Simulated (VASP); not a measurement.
Runs of VASP 6.6.1 on CdS (Greenockite). The structure is that of space group P6_3mc (No. 186), or close to it. The cells are those of the table. 

```csv
task,level,cell,gap on the mesh (eV),pressure (GPa),relaxed volume (Å³/atom),largest force (eV/Å)
relaxation of cell and atoms,PBE,"relaxed from a = 4.150, b = 4.150, c = 6.737 Å, angles 90.0, 90.0, 120.0°, 4 atoms",1.10,0.0,26.16,0.01
single point,PBE,"a = 4.197, b = 4.197, c = 6.827 Å, angles 90.0, 90.0, 120.0°, 4 atoms",(a),0.3,-,-
relaxation of cell and atoms,RPBE,"relaxed from a = 4.150, b = 4.150, c = 6.737 Å, angles 90.0, 90.0, 120.0°, 4 atoms",1.19,0.0,(b),0.01
single point,RPBE,"a = 4.254, b = 4.254, c = 6.919 Å, angles 90.0, 90.0, 120.0°, 4 atoms",1.20,(c),-,-
```

Alike in all rows: potentials or basis VASP PAW PBE potentials, release 64 (Cd, S); no spin polarisation; k mesh 6 × 6 × 4; cutoff (eV) 500; smearing fermi-dirac 0.02 eV.

Task: Estimate the missing entries.

Result: (a) 1.11; (b) 27.22; (c) 0.2.

Caveats: the PAW data sets were made with another functional, which shifts forces and pressure a little (some runs).

A k mesh can miss the band edges, and the runs leave out spin-orbit coupling on Cd.
